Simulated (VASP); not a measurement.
# Hf7S (Pm-3) in VASP: relaxation of cell and atoms with PBE

Aim: the relaxation of cell and atoms of Hf7S with PBE.

Program: VASP 6.6.1. These are calculated values, not measurements. Logs are shortened: lines on timing, memory, paths and dates and some standing lists are left out, and cuts for length are marked.

### Step 1. The cell of the first run

Symmetry: Pm-3, No. 200, cubic system. The conventional cell has a = 5.544 Å, b = 5.544 Å, c = 5.544 Å, α = 90.00°, β = 90.00°, γ = 90.00°. Hf (site symmetry mm2) has 12 Hf at 2.72 to 3.39 Å and 2 S at 3.11 Å within 3.6 Å. Hf (site symmetry m-3) has 12 Hf at 3.09 Å within 4.1 Å. S (site symmetry m-3) has 12 Hf at 3.11 Å within 4.1 Å.

The cell was generated, and may not be a known phase.

### Step 2. Relaxation of cell and atoms, PBE

Contents of INCAR:

```
ALGO = Normal
EDIFF = 1E-6
EDIFFG = -0.01
ENCUT = 600
GGA = PE
IBRION = 2
ISIF = 3
ISMEAR = 0
LASPH = True
LCHARG = False
LREAL = False
LWAVE = False
NELM = 100
NSW = 100
PREC = Accurate
SIGMA = 0.1
```

Contents of KPOINTS:

```
k-points
0
Gamma
  6 6 6
```

Contents of POSCAR:

```
Hf7S
1.0
    5.5435936655      0.0000000000      0.0000000000
    0.0000000000      5.5435936655      0.0000000000
    0.0000000000      0.0000000000      5.5435936655
Hf S
7 1
Direct
    0.7545178940      0.5000000000      0.0000000000
    0.2454821060      0.5000000000      0.0000000000
    0.0000000000      0.7545178940      0.5000000000
    0.0000000000      0.2454821060      0.5000000000
    0.5000000000      0.0000000000      0.7545178940
    0.5000000000      0.0000000000      0.2454821060
    0.0000000000      0.0000000000      0.0000000000
    0.5000000000      0.5000000000      0.5000000000
```

Potentials or basis: VASP PAW PBE potentials, release 64 (Hf_pv, S).

Run with:

```bash
> cat potpaw_PBE.64/Hf_pv/POTCAR potpaw_PBE.64/S/POTCAR > POTCAR
> mpirun -np 1 vasp_std > vasp.out
```

OUTCAR:

```text
EDIFF = 1E-6
   EDIFFG = -0.01
   ENCUT = 600
   GGA = PE
   IBRION = 2
   ISIF = 3
   ISMEAR = 0
   LASPH = True
   LREAL = False
   NELM = 100
   NSW = 100
   PREC = Accurate

 ion  position               nearest neighbor table
   1  0.755  0.500  0.000-   2 2.72   2 2.82   7 3.09   7 3.09   8 3.11   8 3.11   4 3.39   3 3.39
                             4 3.39   5 3.39   5 3.39   6 3.39   6 3.39   3 3.39
   2  0.245  0.500  0.000-   1 2.72   1 2.82   7 3.09   7 3.09   8 3.11   8 3.11   3 3.39   4 3.39
                             3 3.39   4 3.39   5 3.39   5 3.39   6 3.39   6 3.39
   3  0.000  0.755  0.500-   4 2.72   4 2.82   7 3.09   7 3.09   8 3.11   8 3.11   1 3.39   1 3.39
                             2 3.39   5 3.39   6 3.39   5 3.39   6 3.39   2 3.39
   4  0.000  0.245  0.500-   3 2.72   3 2.82   7 3.09   7 3.09   8 3.11   8 3.11   2 3.39   1 3.39
                             1 3.39   2 3.39   5 3.39   5 3.39   6 3.39   6 3.39
   5  0.500  0.000  0.755-   6 2.72   6 2.82   7 3.09   7 3.09   8 3.11   8 3.11   3 3.39   4 3.39
                             1 3.39   2 3.39   1 3.39   3 3.39   4 3.39   2 3.39
   6  0.500  0.000  0.245-   5 2.72   5 2.82   7 3.09   7 3.09   8 3.11   8 3.11   2 3.39   3 3.39
                             1 3.39   2 3.39   4 3.39   3 3.39   4 3.39   1 3.39
   7  0.000  0.000  0.000-   1 3.09   2 3.09   3 3.09   4 3.09   5 3.09   6 3.09   3 3.09   4 3.09
                             1 3.09   2 3.09   5 3.09   6 3.09
   8  0.500  0.500  0.500-   1 3.11   2 3.11   3 3.11   4 3.11   5 3.11   6 3.11   1 3.11   2 3.11
                             5 3.11   6 3.11   3 3.11   4 3.11

  LATTYP: Found a simple cubic cell.
 ALAT       =     5.5435936655

  Lattice vectors:

 A1 = (   5.5435936655,   0.0000000000,   0.0000000000)
 A2 = (   0.0000000000,   5.5435936655,   0.0000000000)
 A3 = (   0.0000000000,   0.0000000000,   5.5435936655)

Analysis of symmetry for initial positions (statically):
=====================================================================
 Subroutine PRICEL returns:
 Original cell was already a primitive cell.

 Routine SETGRP: Setting up the symmetry group for a
 simple cubic supercell.

 Subroutine GETGRP returns: Found 24 space group operations
 (whereof 24 operations were pure point group operations)
 out of a pool of 48 trial point group operations.

The static configuration has the point symmetry T_h .

Analysis of symmetry for dynamics (positions and initial velocities):
=====================================================================
 Subroutine PRICEL returns:
 Original cell was already a primitive cell.

 Routine SETGRP: Setting up the symmetry group for a
 simple cubic supercell.

 Subroutine GETGRP returns: Found 24 space group operations
 (whereof 24 operations were pure point group operations)
 out of a pool of 48 trial point group operations.

The dynamic configuration has the point symmetry T_h .

 Subroutine INISYM returns: Found 24 space group operations
 (whereof 24 operations are pure point group operations),
 and found     1 'primitive' translations

----------------------------------------------------------------------------------------

                                     Primitive cell

  volume of cell :     170.3626

  direct lattice vectors                    reciprocal lattice vectors
     5.543593666  0.000000000  0.000000000     0.180388402  0.000000000  0.000000000
     0.000000000  5.543593666  0.000000000     0.000000000  0.180388402  0.000000000
     0.000000000  0.000000000  5.543593666     0.000000000  0.000000000  0.180388402

  length of vectors
     5.543593666  5.543593666  5.543593666     0.180388402  0.180388402  0.180388402

  position of ions in fractional coordinates (direct lattice)
     0.754517894  0.500000000  0.000000000
     0.245482106  0.500000000  0.000000000
     0.000000000  0.754517894  0.500000000
     0.000000000  0.245482106  0.500000000
     0.500000000  0.000000000  0.754517894
     0.500000000  0.000000000  0.245482106
     0.000000000  0.000000000  0.000000000
     0.500000000  0.500000000  0.500000000

  ion indices of the primitive-cell ions
   primitive index   ion index
                 1           1
                 2           2
                 3           3
                 4           4
                 5           5
                 6           6
                 7           7
                 8           8

----------------------------------------------------------------------------------------

 KPOINTS: k-points

Automatic generation of k-mesh.
 Grid dimensions read from file:
 generate k-points for:    6    6    6

 Generating k-lattice:

  Cartesian coordinates                     Fractional coordinates (reciprocal lattice)
     0.030064734  0.000000000  0.000000000     0.166666667  0.000000000  0.000000000
     0.000000000  0.030064734  0.000000000     0.000000000  0.166666667  0.000000000
     0.000000000  0.000000000  0.030064734     0.000000000  0.000000000  0.166666667

  Length of vectors
     0.030064734  0.030064734  0.030064734

  Shift w.r.t. Gamma in fractional coordinates (k-lattice)
     0.000000000  0.000000000  0.000000000

 Subroutine IBZKPT returns following result:
 ===========================================

 Found     24 irreducible k-points:

 Following reciprocal coordinates:
            Coordinates               Weight
  0.000000  0.000000  0.000000      1.000000
  0.166667  0.000000  0.000000      6.000000
  0.333333  0.000000  0.000000      6.000000
  0.500000  0.000000  0.000000      3.000000
  0.166667  0.166667  0.000000     12.000000
  0.333333  0.166667  0.000000     12.000000
[... 16 lines left out ...]
  0.500000  0.500000  0.333333      6.000000
  0.500000  0.500000  0.500000      1.000000
   k-points           NKPTS =     24   k-points in BZ     NKDIM =     24   number of bands    NBANDS=     45
   number of dos      NEDOS =    301   number of ions     NIONS =      8
   total plane-waves  NPLWV = 110592
   dimension x,y,z NGX =    48 NGY =   48 NGZ =   48
   dimension x,y,z NGXF=    96 NGYF=   96 NGZF=   96
   ions per type =               7   1
   NGX,Y,Z   is equivalent  to a cutoff of  14.39, 14.39, 14.39 a.u.
   NGXF,Y,Z  is equivalent  to a cutoff of  28.79, 28.79, 28.79 a.u.
 SYSTEM =  unknown system
   PREC   = accura    normal or accurate (medium, high low for compatibility)
   ISTART =      0    job   : 0-new  1-cont  2-samecut
   ICHARG =      2    charge: 1-file 2-atom 10-const
   ISPIN  =      1    spin polarized calculation?
   LNONCOLLINEAR =      F non collinear calculations
   LSORBIT =      F    spin-orbit coupling
   LASPH  =      T    aspherical Exc in radial PAW
   ENCUT  =  600.0 eV  44.10 Ry    6.64 a.u.  11.07 11.07 11.07*2*pi/ulx,y,z
   NELM   =    100;   NELMIN=  2; NELMDL= -5     # of ELM steps
   EDIFF  = 0.1E-05   stopping-criterion for ELM
   LREAL  =      F    real-space projection
   EDIFFG = -.1E-01   stopping-criterion for IOM
   NSW    =    100    number of steps for IOM
   IBRION =      2    ionic relax: 0-MD 1-quasi-New 2-CG
   NFREE  =      1    steps in history (QN), initial steepest desc. (CG)
   ISIF   =      3    stress and relaxation
   ISYM   =      2    0-nonsym 1-usesym 2-fastsym
   POTIM  = 0.5000    time-step for ionic-motion
   TEBEG  =    0.0;   TEEND  =   0.0 temperature during run
   PSTRESS=    0.0 pullay stress
   NELECT =      76.0000    total number of electrons
   NUPDOWN=      -1.0000    fix difference up-down
   EMIN   =  10.00;   EMAX   =-10.00  energy-range for DOS
   EFERMI =   0.00;   METHOD = LEGACY
   ISMEAR =     0;   SIGMA  =   0.10  broadening in eV -4-tet -1-fermi 0-gaus
   EFERMI_NEDOS =   21; number of points for ismear=-14 and -15
   IALGO  =     38    algorithm
   IMIX   =      4    mixing-type and parameters
     AMIX     =   0.40;   BMIX     =  1.00
     AMIX_MAG =   1.60;   BMIX_MAG =  1.00
  volume/ion in A,a.u.               =      21.30       143.71
  Fermi-wavevector in a.u.,A,eV,Ry     =   1.250896  2.363851 21.289601  1.564742
  Thomas-Fermi vector in A             =   2.384869
   LORBIT       =      0    0 simple, 1 ext, 2 COOP (PROOUT), +10 PAW based schemes
   GGA     = PE    functional components
   LHFCALC =     F    Hartree Fock is set to
   AEXX    =    0.0000 exact exchange contribution
   IVDW    =     0    specifies the selected vdW correction
   LEPSILON=     F    determine dielectric tensor
   LRPA    =     F    only Hartree local field effects (RPA)
 conjugate gradient relaxation of ions
 non-spin polarized calculation
 Gauss-broadening in eV      SIGMA  =   0.10
  energy-cutoff  :      600.00
  volume of cell :      170.36
 maximum number of plane-waves:      5716
 NGX is ok and might be reduce to    48
   NGX = 23   NGY = 23   NGZ = 23

--------------------------------------- Ionic step        1  -------------------------------------------

 number of electron      76.0000009 magnetization

 Free energy of the ion-electron system (eV)
  ---------------------------------------------------
  ext. energy  EPLUGINS =         0.00000000
  ---------------------------------------------------
  free energy    TOTEN  =       -73.81916134 eV

  energy without entropy =      -73.76966015  energy(sigma->0) =      -73.79441074

------------------------ aborting loop because EDIFF is reached ----------------------------------------

  FORCE on cell =-STRESS in cart. coord.  units (eV):
  Direction    XX          YY          ZZ          XY          YZ          ZX
  --------------------------------------------------------------------------------------
  -------------------------------------------------------------------------------------
  Total       -0.2668004     -0.2668004     -0.2668004      0.0000000      0.0000000     -0.0000000
  in kB       -2.5091283     -2.5091283     -2.5091283      0.0000000      0.0000000     -0.0000000
  external PRESSURE =      -2.5091283 kB  Pullay stress =       0.0000000 kB
[... 111 lines left out ...]
  energy  without entropy=      -73.7700161061  energy(sigma->0) =      -73.79476610

--------------------------------------- Ionic step        4  -------------------------------------------

 number of electron      76.0000009 magnetization

 Free energy of the ion-electron system (eV)
  ---------------------------------------------------
  ext. energy  EPLUGINS =         0.00000000
  ---------------------------------------------------
  free energy    TOTEN  =       -73.81953737 eV

  energy without entropy =      -73.77004856  energy(sigma->0) =      -73.79479297

 E-fermi :   5.1567     XC(G=0): -11.2951

 val. band max:        5.1541114820   @ k =   0.5000   0.5000   0.0000
 cond. band min:       5.1595136298   @ k =   0.3333   0.1667   0.1667
 fundamental gap:      0.0054021478
 Fermi energy:         5.1567127319

 k-point     1 :       0.0000    0.0000    0.0000
  band No.  band energies     occupation
      1     -25.8442      2.00000
      2     -25.8442      2.00000
      3     -25.7321      2.00000
      4     -25.4435      2.00000
      5     -25.4435      2.00000
      6     -25.4435      2.00000
[... 1176 lines left out ...]
  FREE ENERGIE OF THE ION-ELECTRON SYSTEM (eV)
  ---------------------------------------------------
  free  energy   TOTEN  =       -73.8195373721 eV

  energy  without entropy=      -73.7700485583  energy(sigma->0) =      -73.79479297

 reached required accuracy - stopping structural energy minimisation
```

Run time: 9 min. Hardware: 1 thread of Intel Xeon Platinum 8259CL at 2.50GHz (Skylake/Cascade Lake), shared host; peak memory 0.44 GiB.

What came out:

* Free energy: -73.8195 eV
* Relaxed volume: 21.24 Å³/atom
* Relaxed cell: a = 5.539 Å, b = 5.539 Å, c = 5.539 Å, α = 90.00°, β = 90.00°, γ = 90.00°
* Space group after relaxing (to 0.1 Å): Pm-3 (No. 200)
* Energy gained by relaxing: 0.0 meV/atom
* Ionic steps: 4
* Pressure after relaxing: 0.0 GPa
* Band gap on the k mesh: zero (bands 38 and 39 overlap by 0.74 eV)

Forces on the atoms (eV/Å):
```
Hf   0.002  0.000  0.000
Hf  -0.002  0.000  0.000
Hf   0.000  0.002  0.000
Hf   0.000 -0.002  0.000
Hf   0.000  0.000  0.002
Hf   0.000  0.000 -0.002
Hf   0.000  0.000  0.000
S    0.000  0.000  0.000
```

The path:
| step | energy change (eV) | largest force (eV/Å) | pressure (GPa) | volume (Å³) |
| --- | --- | --- | --- | --- |
| 1 | 0.0000 | 0.0108 | -0.25 | 170.36 |
| 2 | -0.0001 | 0.0166 | 0.23 | 169.54 |
| 3 | -0.0004 | 0.0139 | 0.01 | 169.92 |
| 4 | -0.0004 | 0.0024 | -0.01 | 169.91 |

Final structure:
```xyz
8
Lattice="5.5387 0.0000 0.0000 0.0000 5.5387 0.0000 0.0000 0.0000 5.5387" Properties=species:S:1:pos:R:3 pbc="T T T"
Hf    4.1781    2.7693    0.0000
Hf    1.3606    2.7693    0.0000
Hf    0.0000    4.1781    2.7693
Hf    0.0000    1.3606    2.7693
Hf    2.7693    0.0000    4.1781
Hf    2.7693    0.0000    1.3606
Hf    0.0000    5.5387    0.0000
S     2.7693    2.7693    2.7693
```

Caveat: spin-orbit coupling is left out, which moves the levels of the heavy elements.
